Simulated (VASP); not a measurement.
Input of a VASP 6.6.1 run:

File INCAR:

```
PREC = Accurate
ENCUT = 520
EDIFF = 1E-6
ISMEAR = -1
SIGMA = 0.05
LREAL = F
LASPH = T
NELM = 60
ALGO = Normal
ISIF = 2
LWAVE = F
LCHARG = F
GGA = PS
NBANDS = 7
```

File KPOINTS:

```
regular mesh
0
Gamma
  16 16 16
```

File POSCAR:

```
Mg
1.0
   -1.4617350000      1.4617350000      1.4765000000
    1.4617350000     -1.4617350000      1.4765000000
    1.4617350000      1.4617350000     -1.4765000000
Mg
1
Direct
    0.0000000000      0.0000000000      0.0000000000
```

Potentials or basis: VASP PAW PBE potentials, release 64 (Mg).

Launch:

```console
$ cat potpaw_PBE.64/Mg/POTCAR > POTCAR
$ mpirun -np 1 vasp_std > vasp.out
```

Task: What does it give for the pressure?

Result: 66.2 GPa.

Task: What does it give for the band gap on the k mesh?

Result: Zero (bands 1 and 2 overlap by 4.77 eV).

Stress tensor (GPa, compression positive):
```
66.45  0.00  0.00
 0.00 66.45  0.00
 0.00  0.00 65.62
```

Caveat: the cell differs from its parent crystal (equal xx and yy strain of -1 %); the cell stands under pressure; the PAW data sets were made with another functional, which shifts forces and pressure a little.
